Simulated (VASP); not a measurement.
AgCl:

```xyz
2
Lattice="0.0000 2.8053 2.8053 2.8053 0.0000 2.8053 2.8053 2.8053 0.0000" Properties=species:S:1:pos:R:3 pbc="T T T"
Ag    0.0000    0.0000    0.0000
Cl    2.8053    2.8053    2.8053
```

- Program: VASP 6.6.1
- Task: relaxation of cell and atoms
- Functional: LDA
- Potentials or basis: VASP PAW LDA potentials, release 64 (Ag, Cl)
- Cutoff: 600 eV
- k mesh: 8 × 8 × 8
- Occupations: fermi-dirac, width 0.02 eV
- Spin: no spin polarisation

At the start: pressure -6.7 GPa; volume 22.08 Å³/atom.

Question: Where does the relaxation end?

Answer: Over 3 steps the energy falls by 69.7 meV/atom and the volume is 19.21 Å³/atom (-13.0 %); space group Fm-3m (No. 225, to 0.1 Å) before and after.

The path:
```tsv
step	energy change (eV)	largest force (eV/Å)	pressure (GPa)	volume (Å³)
1	0.0000	0.0000	-6.73	44.16
2	-0.1394	0.0000	-0.11	38.49
3	-0.1394	0.0000	-0.02	38.43
```

Final structure:
```cif
data_structure
_symmetry_space_group_name_H-M 'P 1'
_symmetry_Int_Tables_number 1
_cell_length_a 3.7877
_cell_length_b 3.7877
_cell_length_c 3.7877
_cell_angle_alpha 60.000
_cell_angle_beta 60.000
_cell_angle_gamma 60.000
_cell_volume 38.43
loop_
_atom_site_label
_atom_site_type_symbol
_atom_site_fract_x
_atom_site_fract_y
_atom_site_fract_z
_atom_site_occupancy
Ag1 Ag 0.00000 0.00000 0.00000 1
Cl1 Cl 0.50000 0.50000 0.50000 1
```
